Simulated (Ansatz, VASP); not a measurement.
# One calculation of Ta2N, two programs

Contents of INCAR:

```
SYSTEM = Ta2N
PREC     = Accurate       ! precision mode
ENCUT    = 520            ! plane-wave cutoff, eV
EDIFF    = 1E-7           ! SCF threshold, eV
ISMEAR   = 0              ! smearing method
SIGMA    = 0.1            ! smearing width, eV
LREAL    = .FALSE.        ! projectors in reciprocal space
LASPH    = .TRUE.         ! aspherical terms in the spheres
NELM     = 150            ! most SCF steps
ALGO     = Normal         ! electronic algorithm
ISIF     = 2              ! what is computed and relaxed
LWAVE    = .FALSE.        ! write WAVECAR
LCHARG   = .FALSE.        ! write CHGCAR
ISPIN    = 2              ! spin polarisation
MAGMOM   = 1 1 1 1 1 1 0 0 0 ! initial moments
LORBIT   = 11             ! projections on sites
LMAXMIX  = 4              ! l up to which the mixer works
GGA      = PE             ! functional
NBANDS   = 54             ! bands
```

File KPOINTS:

```
Automatic mesh
0
G
  6 6 4
  0 0 0
```

File POSCAR:

```
Ta2N
1.0
    5.2965722100      0.0000000000      0.0000000000
   -2.6482861000      4.5869660400      0.0000000000
    0.0000000000      0.0000000000      4.9391827600
Ta N
6 3
Direct
    0.6663616900      0.6663616900      0.7536182400
    0.0000000000      0.3336383400      0.7536182400
    0.3336383400      0.0000000000      0.7536182400
    0.3336383400      0.3336383400      0.2463817400
    0.0000000000      0.6663616900      0.2463817400
    0.6663616900      0.0000000000      0.2463817400
    0.6666666900      0.3333333400      0.5000000000
    0.3333333400      0.6666666900      0.5000000000
    0.0000000000      0.0000000000      0.0000000000
```

Input for Ansatz:

```yaml
crystal:
  lattice:
    - [5.29657221, 0.0, 0.0]
    - [-2.6482861, 4.58696604, 0.0]
    - [0.0, 0.0, 4.93918276]
  atoms:
    - { symbol: Ta, position: [0.66636169, 0.66636169, 0.75361824], spin: 1.0 }
    - { symbol: Ta, position: [0.0, 0.33363834, 0.75361824], spin: 1.0 }
    - { symbol: Ta, position: [0.33363834, 0.0, 0.75361824], spin: 1.0 }
    - { symbol: Ta, position: [0.33363834, 0.33363834, 0.24638174], spin: 1.0 }
    - { symbol: Ta, position: [0.0, 0.66636169, 0.24638174], spin: 1.0 }
    - { symbol: Ta, position: [0.66636169, 0.0, 0.24638174], spin: 1.0 }
    - { symbol: "N", position: [0.66666669, 0.33333334, 0.5] }
    - { symbol: "N", position: [0.33333334, 0.66666669, 0.5] }
    - { symbol: "N", position: [0.0, 0.0, 0.0] }
basis:
  ecutwfc: 420
kpoints:
  mp_grid: { grid: [6, 6, 4] }
hamiltonian:
  xc: pbe
scf:
  occupations: { method: gaussian, width: 0.1 }
  lower_state_search: "off"
output:
  forces: true
  stress: true
  eigenvalues: true
  populations: true
magnetization:
  spin_polarized: true
```

Alike in both runs: task single point; functional PBE; k mesh 6 × 6 × 4; occupations gaussian, width 0.1 eV; collinear spin.

|  | VASP | Ansatz |
| --- | --- | --- |
| version | VASP 6.6.1 | Ansatz 0.2.0 |
| potentials or method | VASP PAW PBE potentials, release 64 (Ta_pv, N), cutoff 520 eV | scalar-relativistic, plane waves, PAW |
| valence electrons in the cell | 81 | 93 |

VASP gave:

| Property | Result |
| --- | --- |
| gap on the k mesh at the Fermi level (eV) | none |
| pressure (GPa) | 3.3 |
| traceless stress, the component that is largest in VASP (GPa) | -0.26 |
| rms of the force components (eV/Å) | 0.018 |
| net moment per atom (μB) | 0.00 |

**Question.** Estimate Ansatz's values.

**Answer.** gap on the k mesh at the Fermi level (eV): none; pressure (GPa): 2.8; traceless stress, the component that is largest in VASP (GPa): -0.24; rms of the force components (eV/Å): 0.022; net moment per atom (μB): 0.00.

Atom by atom the forces differ by 0.007 eV/Å (rms over components). A gap of «none» marks a metal or a gap that the smearing closes. With one functional, cell and mesh, what is left measures potentials, basis and numerics. VASP's potentials hold 81 valence electrons a cell and Ansatz's 93, so a difference there can come from the potentials and not from the codes. Ansatz's warnings: seeded moment not kept, structure snapped to symmetry.

Neither program's run includes spin-orbit coupling.
